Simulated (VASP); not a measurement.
# Si2Se (Fd-3m) in VASP: further runs

Runs on Si2Se. Level: PBE. Tasks: single point, relaxation of cell and atoms.

Program: VASP 6.6.1. These are calculated values, not measurements. Logs are shortened: lines on timing, memory, paths and dates and some standing lists are left out, and cuts for length are marked.

### 1 The cell of the first run

Symmetry: Fd-3m, No. 227, cubic system. Conventional cell: a = 7.480 Å, b = 7.480 Å, c = 7.480 Å, α = 90.00°, β = 90.00°, γ = 90.00°. Within 3.5 Å of Si (site symmetry -3m) lie 6 Si at 2.64 Å and 6 Se at 3.10 Å. Se (site symmetry -43m) has 12 Si at 3.10 Å and 4 Se at 3.24 Å within 4.1 Å.

### 2 Single point, PBE

INCAR

```
ALGO = Normal
EDIFF = 1E-6
ENCUT = 520
GGA = PE
ISIF = 2
ISMEAR = 0
LASPH = True
LCHARG = False
LREAL = False
LWAVE = False
NBANDS = 23
NELM = 100
PREC = Accurate
SIGMA = 0.1
```

KPOINTS

```
k-points
0
Gamma
  4 4 4
```

POSCAR

```
Si2Se
1.0
    0.0000000000      3.7400090301      3.7400090301
    3.7400090301      0.0000000000      3.7400090301
    3.7400090301      3.7400090301      0.0000000000
Si Se
4 2
Direct
    0.1250000000      0.6250000000      0.1250000000
    0.1250000000      0.1250000000      0.6250000000
    0.6250000000      0.1250000000      0.1250000000
    0.1250000000      0.1250000000      0.1250000000
    0.7500000000      0.7500000000      0.7500000000
    0.5000000000      0.5000000000      0.5000000000
```

Potentials or basis: VASP PAW PBE potentials, release 64 (Si, Se).

Run with:

```console
$ cat potpaw_PBE.64/Si/POTCAR potpaw_PBE.64/Se/POTCAR > POTCAR
$ mpirun -np 1 vasp_std > vasp.out
```

OUTCAR:

```text
EDIFF = 1E-6
   ENCUT = 520
   GGA = PE
   ISIF = 2
   ISMEAR = 0
   LASPH = True
   LREAL = False
   NELM = 100
   PREC = Accurate

 ion  position               nearest neighbor table
   1  0.125  0.625  0.125-   4 2.64   2 2.64   2 2.64   3 2.64   4 2.64   3 2.64
   2  0.125  0.125  0.625-   4 2.64   1 2.64   3 2.64   4 2.64   1 2.64   3 2.64
   3  0.625  0.125  0.125-   4 2.64   2 2.64   1 2.64   1 2.64   2 2.64   4 2.64
   4  0.125  0.125  0.125-   1 2.64   2 2.64   3 2.64   2 2.64   1 2.64   3 2.64
   5  0.750  0.750  0.750-
   6  0.500  0.500  0.500-

  LATTYP: Found a face centered cubic cell.
 ALAT       =     7.4800180602

  Lattice vectors:

 A1 = (   0.0000000000,   3.7400090301,   3.7400090301)
 A2 = (   3.7400090301,   0.0000000000,   3.7400090301)
 A3 = (   3.7400090301,   3.7400090301,   0.0000000000)

Analysis of symmetry for initial positions (statically):
=====================================================================
 Subroutine PRICEL returns:
 Original cell was already a primitive cell.

 Routine SETGRP: Setting up the symmetry group for a
 face centered cubic supercell.

 Subroutine GETGRP returns: Found 48 space group operations
 (whereof 24 operations were pure point group operations)
 out of a pool of 48 trial point group operations.

The static configuration has the point symmetry T_d .
 The point group associated with its full space group is O_h .

Analysis of symmetry for dynamics (positions and initial velocities):
=====================================================================
 Subroutine PRICEL returns:
 Original cell was already a primitive cell.

 Routine SETGRP: Setting up the symmetry group for a
 face centered cubic supercell.

 Subroutine GETGRP returns: Found 48 space group operations
 (whereof 24 operations were pure point group operations)
 out of a pool of 48 trial point group operations.

The dynamic configuration has the point symmetry T_d .
 The point group associated with its full space group is O_h .

 Subroutine INISYM returns: Found 48 space group operations
 (whereof 24 operations are pure point group operations),
 and found     1 'primitive' translations

----------------------------------------------------------------------------------------

                                     Primitive cell

  volume of cell :     104.6280

  direct lattice vectors                    reciprocal lattice vectors
     0.000000000  3.740009030  3.740009030    -0.133689517  0.133689517  0.133689517
     3.740009030  0.000000000  3.740009030     0.133689517 -0.133689517  0.133689517
     3.740009030  3.740009030  0.000000000     0.133689517  0.133689517 -0.133689517

  length of vectors
     5.289171494  5.289171494  5.289171494     0.231557036  0.231557036  0.231557036

  position of ions in fractional coordinates (direct lattice)
     0.125000000  0.625000000  0.125000000
     0.125000000  0.125000000  0.625000000
     0.625000000  0.125000000  0.125000000
     0.125000000  0.125000000  0.125000000
     0.750000000  0.750000000  0.750000000
     0.500000000  0.500000000  0.500000000

  ion indices of the primitive-cell ions
   primitive index   ion index
                 1           1
                 2           2
                 3           3
                 4           4
                 5           5
                 6           6

----------------------------------------------------------------------------------------

 KPOINTS: k-points

Automatic generation of k-mesh.
 Grid dimensions read from file:
 generate k-points for:    4    4    4

 Generating k-lattice:

  Cartesian coordinates                     Fractional coordinates (reciprocal lattice)
    -0.033422379  0.033422379  0.033422379     0.250000000  0.000000000  0.000000000
     0.033422379 -0.033422379  0.033422379     0.000000000  0.250000000  0.000000000
     0.033422379  0.033422379 -0.033422379     0.000000000  0.000000000  0.250000000

  Length of vectors
     0.057889259  0.057889259  0.057889259

  Shift w.r.t. Gamma in fractional coordinates (k-lattice)
     0.000000000  0.000000000  0.000000000

 Subroutine IBZKPT returns following result:
 ===========================================

 Found      8 irreducible k-points:

 Following reciprocal coordinates:
            Coordinates               Weight
  0.000000  0.000000  0.000000      1.000000
  0.250000  0.000000  0.000000      8.000000
  0.500000  0.000000  0.000000      4.000000
  0.250000  0.250000  0.000000      6.000000
  0.500000  0.250000  0.000000     24.000000
 -0.250000  0.250000  0.000000     12.000000
  0.500000  0.500000  0.000000      3.000000
 -0.250000  0.500000  0.250000      6.000000
   k-points           NKPTS =      8   k-points in BZ     NKDIM =      8   number of bands    NBANDS=     23
   number of dos      NEDOS =    301   number of ions     NIONS =      6
   total plane-waves  NPLWV =  64000
   dimension x,y,z NGX =    40 NGY =   40 NGZ =   40
   dimension x,y,z NGXF=    80 NGYF=   80 NGZF=   80
   ions per type =               4   2
   NGX,Y,Z   is equivalent  to a cutoff of  12.57, 12.57, 12.57 a.u.
   NGXF,Y,Z  is equivalent  to a cutoff of  25.15, 25.15, 25.15 a.u.
 SYSTEM =  unknown system
   PREC   = accura    normal or accurate (medium, high low for compatibility)
   ISTART =      0    job   : 0-new  1-cont  2-samecut
   ICHARG =      2    charge: 1-file 2-atom 10-const
   ISPIN  =      1    spin polarized calculation?
   LNONCOLLINEAR =      F non collinear calculations
   LSORBIT =      F    spin-orbit coupling
   LASPH  =      T    aspherical Exc in radial PAW
   ENCUT  =  520.0 eV  38.22 Ry    6.18 a.u.   9.83  9.83  9.83*2*pi/ulx,y,z
   NELM   =    100;   NELMIN=  2; NELMDL= -5     # of ELM steps
   EDIFF  = 0.1E-05   stopping-criterion for ELM
   LREAL  =      F    real-space projection
   EDIFFG = 0.1E-04   stopping-criterion for IOM
   NSW    =      0    number of steps for IOM
   IBRION =     -1    ionic relax: 0-MD 1-quasi-New 2-CG
   NFREE  =      0    steps in history (QN), initial steepest desc. (CG)
   ISIF   =      2    stress and relaxation
   ISYM   =      2    0-nonsym 1-usesym 2-fastsym
   POTIM  = 0.5000    time-step for ionic-motion
   TEBEG  =    0.0;   TEEND  =   0.0 temperature during run
   PSTRESS=    0.0 pullay stress
   NELECT =      28.0000    total number of electrons
   NUPDOWN=      -1.0000    fix difference up-down
   EMIN   =  10.00;   EMAX   =-10.00  energy-range for DOS
   EFERMI =   0.00;   METHOD = LEGACY
   ISMEAR =     0;   SIGMA  =   0.10  broadening in eV -4-tet -1-fermi 0-gaus
   EFERMI_NEDOS =   21; number of points for ismear=-14 and -15
   IALGO  =     38    algorithm
   IMIX   =      4    mixing-type and parameters
     AMIX     =   0.40;   BMIX     =  1.00
     AMIX_MAG =   1.60;   BMIX_MAG =  1.00
  volume/ion in A,a.u.               =      17.44       117.68
  Fermi-wavevector in a.u.,A,eV,Ry     =   1.054982  1.993626 15.143094  1.112986
  Thomas-Fermi vector in A             =   2.190162
   LORBIT       =      0    0 simple, 1 ext, 2 COOP (PROOUT), +10 PAW based schemes
   GGA     = PE    functional components
   LHFCALC =     F    Hartree Fock is set to
   AEXX    =    0.0000 exact exchange contribution
   IVDW    =     0    specifies the selected vdW correction
   LEPSILON=     F    determine dielectric tensor
   LRPA    =     F    only Hartree local field effects (RPA)
 non-spin polarized calculation
 Gauss-broadening in eV      SIGMA  =   0.10
  energy-cutoff  :      520.00
  volume of cell :      104.63
 maximum number of plane-waves:      2832
   NGX = 19   NGY = 19   NGZ = 19

 number of electron      27.9999997 magnetization

 Free energy of the ion-electron system (eV)
  ---------------------------------------------------
  ext. energy  EPLUGINS =         0.00000000
  ---------------------------------------------------
  free energy    TOTEN  =       -24.85876309 eV

  energy without entropy =      -24.83656062  energy(sigma->0) =      -24.84766186

 E-fermi :   7.3911     XC(G=0): -10.7032

 val. band max:        7.2803010992   @ k =  -0.2500   0.2500   0.0000
 cond. band min:       7.4380640372   @ k =   0.5000   0.2500   0.0000
 fundamental gap:      0.1577629380
 Fermi energy:         7.3910575544

 k-point     1 :       0.0000    0.0000    0.0000
  band No.  band energies     occupation
      1      -7.4384      2.00000
      2      -4.3772      2.00000
      3      -2.4449      2.00000
      4       1.3241      2.00000
      5       2.0581      2.00000
      6       2.0581      2.00000
[... 15 lines left out ...]
     22      14.4081      0.00000
     23      15.5529      0.00000

 k-point     2 :       0.2500    0.0000    0.0000
  band No.  band energies     occupation
      1      -7.0708      2.00000
      2      -4.7148      2.00000
      3      -2.9069      2.00000
      4      -0.2817      2.00000
      5       1.4241      2.00000
      6       1.4241      2.00000
[... 15 lines left out ...]
     22      14.5573      0.00000
     23      14.6039      0.00000

 k-point     3 :       0.5000    0.0000    0.0000
  band No.  band energies     occupation
      1      -6.4107      2.00000
      2      -5.3848      2.00000
      3      -3.3840      2.00000
      4      -0.9054      2.00000
      5       1.3567      2.00000
      6       1.3567      2.00000
[... 15 lines left out ...]
     22      12.9869      0.00000
     23      14.6714      0.00000

 k-point     4 :       0.2500    0.2500    0.0000
  band No.  band energies     occupation
      1      -6.9471      2.00000
      2      -4.7856      2.00000
      3      -2.8407      2.00000
      4      -0.7721      2.00000
      5       0.3873      2.00000
      6       0.3873      2.00000
[... 15 lines left out ...]
     22      13.0754      0.00000
     23      14.5920      0.00000

 k-point     5 :       0.5000    0.2500    0.0000
  band No.  band energies     occupation
      1      -6.2697      2.00000
      2      -5.3278      2.00000
      3      -3.3246      2.00000
      4      -1.9127      2.00000
      5       0.2284      2.00000
      6       1.1402      2.00000
[... 15 lines left out ...]
     22      12.1661      0.00000
     23      12.7987      0.00000

 k-point     6 :      -0.2500    0.2500    0.0000
  band No.  band energies     occupation
      1      -6.5345      2.00000
      2      -5.1117      2.00000
      3      -3.3502      2.00000
      4      -1.5097      2.00000
      5       0.9734      2.00000
      6       1.3295      2.00000
[... 15 lines left out ...]
     22      12.2236      0.00000
     23      12.7168      0.00000

 k-point     7 :       0.5000    0.5000    0.0000
  band No.  band energies     occupation
      1      -5.7741      2.00000
      2      -5.7741      2.00000
      3      -2.6789      2.00000
      4      -2.6789      2.00000
      5      -0.2322      2.00000
      6      -0.2322      2.00000
[... 15 lines left out ...]
     22      10.8063      0.00000
     23      15.4335      0.00000

 k-point     8 :      -0.2500    0.5000    0.2500
  band No.  band energies     occupation
      1      -5.7332      2.00000
      2      -5.7332      2.00000
      3      -3.0120      2.00000
      4      -3.0120      2.00000
      5       0.9822      2.00000
      6       0.9822      2.00000
[... 15 lines left out ...]
     22      12.0430      0.00000
     23      12.2824      0.00000

------------------------ aborting loop because EDIFF is reached ----------------------------------------

  FORCE on cell =-STRESS in cart. coord.  units (eV):
  Direction    XX          YY          ZZ          XY          YZ          ZX
  --------------------------------------------------------------------------------------
  -------------------------------------------------------------------------------------
  Total        0.2472274      0.2472274      0.2472274     -0.0000000     -0.0000000     -0.0000000
  in kB        3.7858143      3.7858143      3.7858143     -0.0000000     -0.0000000     -0.0000000
  external PRESSURE =       3.7858143 kB  Pullay stress =       0.0000000 kB

 VOLUME and BASIS-vectors are now :
 -----------------------------------------------------------------------------
  energy-cutoff  :      520.00
  volume of cell :      104.63
      direct lattice vectors                 reciprocal lattice vectors
     0.000000000  3.740009030  3.740009030    -0.133689517  0.133689517  0.133689517
     3.740009030  0.000000000  3.740009030     0.133689517 -0.133689517  0.133689517
     3.740009030  3.740009030  0.000000000     0.133689517  0.133689517 -0.133689517

 POSITION                                       TOTAL-FORCE (eV/Angst)
 -----------------------------------------------------------------------------------
      2.80501      0.93500      2.80501         0.000000     -0.000000      0.000000
      2.80501      2.80501      0.93500         0.000000     -0.000000      0.000000
      0.93500      2.80501      2.80501         0.000000     -0.000000     -0.000000
      0.93500      0.93500      0.93500         0.000000      0.000000      0.000000
      5.61001      5.61001      5.61001        -0.000000     -0.000000     -0.000000
      3.74001      3.74001      3.74001         0.000000      0.000000      0.000000
 -----------------------------------------------------------------------------------
    total drift:                               -0.000000     -0.000000      0.000000

  FREE ENERGIE OF THE ION-ELECTRON SYSTEM (eV)
  ---------------------------------------------------
  free  energy   TOTEN  =       -24.8587630913 eV

  energy  without entropy=      -24.8365606197  energy(sigma->0) =      -24.84766186
```

Wall time 49 s (1 thread of AMD EPYC 7R13, shared host); peak memory 0.2 GiB.

What came out:

```yaml
Free_energy: -24.8588 eV
Pressure: 0.4 GPa
Band_gap_on_the_k_mesh: zero (band 14 reaches 7.44 eV, above the bottom of band 15 at 5.66 eV)
```

Caveat: the k points lie up to 0.36 Å⁻¹ apart.

### 3 Relaxation of cell and atoms, PBE

This run uses another cell than the first one, of 19.52 Å³/atom, 1.119 times its volume.

INCAR

```
SYSTEM = Si2Se
PREC = Accurate
ENCUT = 600
EDIFF = 1E-6
ISMEAR = 0
SIGMA = 0.1
LREAL = .FALSE.
LASPH = .TRUE.
NELM = 100
ALGO = Normal
ISIF = 3
LWAVE = .FALSE.
LCHARG = .FALSE.
GGA = PE
IBRION = 2
NSW = 90
EDIFFG = -0.04
```

KPOINTS

```
regular mesh
0
G
  4 4 4
  0 0 0
```

POSCAR, as its differences from that of step 2:

```diff
@@ -2,5 +2,5 @@
 1.0
-    0.0000000000      3.7400090301      3.7400090301
-    3.7400090301      0.0000000000      3.7400090301
-    3.7400090301      3.7400090301      0.0000000000
+    0.0000000000      3.8829807300      3.8829807300
+    3.8829807300      0.0000000000      3.8829807300
+    3.8829807300      3.8829807300      0.0000000000
 Si Se
```

Potentials or basis: VASP PAW PBE potentials, release 64 (Si, Se).

Run with:

```console
$ cat potpaw_PBE.64/Si/POTCAR potpaw_PBE.64/Se/POTCAR > POTCAR
$ mpirun -np 1 vasp_std > vasp.out
```

Wall time 2.4 min (1 thread of AMD EPYC 7R13, shared host); peak memory 0.29 GiB.

Results (log left out):

| Property | Result |
| --- | --- |
| Free energy | -24.8601 eV |
| Relaxed volume | 17.47 Å³/atom |
| Relaxed cell | a = 5.293 Å, b = 5.293 Å, c = 5.293 Å, α = 60.00°, β = 60.00°, γ = 60.00° |
| Space group after relaxing (to 0.05 Å) | Fd-3m (No. 227) |
| Energy gained by relaxing | 42.0 meV/atom |
| Ionic steps | 2 |
| Pressure after relaxing | 0.2 GPa |
| Band gap on the k mesh | zero (band 14 reaches 7.42 eV, above the bottom of band 15 at 5.64 eV) |

Step by step:
| step | energy change (eV) | largest force (eV/Å) | pressure (GPa) | volume (Å³) |
| --- | --- | --- | --- | --- |
| 1 | 0.0000 | 0.0000 | -6.16 | 117.09 |
| 2 | -0.2518 | 0.0000 | 0.24 | 104.83 |

Final structure:
```
Si Se
1.0
     0.00000    3.74246    3.74246
     3.74246    0.00000    3.74246
     3.74246    3.74246    0.00000
Si Se
4 2
Direct
  0.12500 0.62500 0.12500
  0.12500 0.12500 0.62500
  0.62500 0.12500 0.12500
  0.12500 0.12500 0.12500
  0.75000 0.75000 0.75000
  0.50000 0.50000 0.50000
```

Levels at points of the mesh, in eV from the Fermi level:
```tsv
k point	band 11	band 12	band 13	band 14	band 15	band 16	band 17	band 18
(0.00, 0.00, 0.00)	-3.35	-3.35	-3.35	-1.73	-1.73	2.28	2.28	2.28
(0.50, 0.00, 0.00)	-1.50	-1.50	-0.52	-0.52	0.30	1.79	2.55	2.55
(0.50, 0.50, 0.00)	-1.15	-1.15	-0.17	-0.17	0.65	0.65	0.93	0.93
```
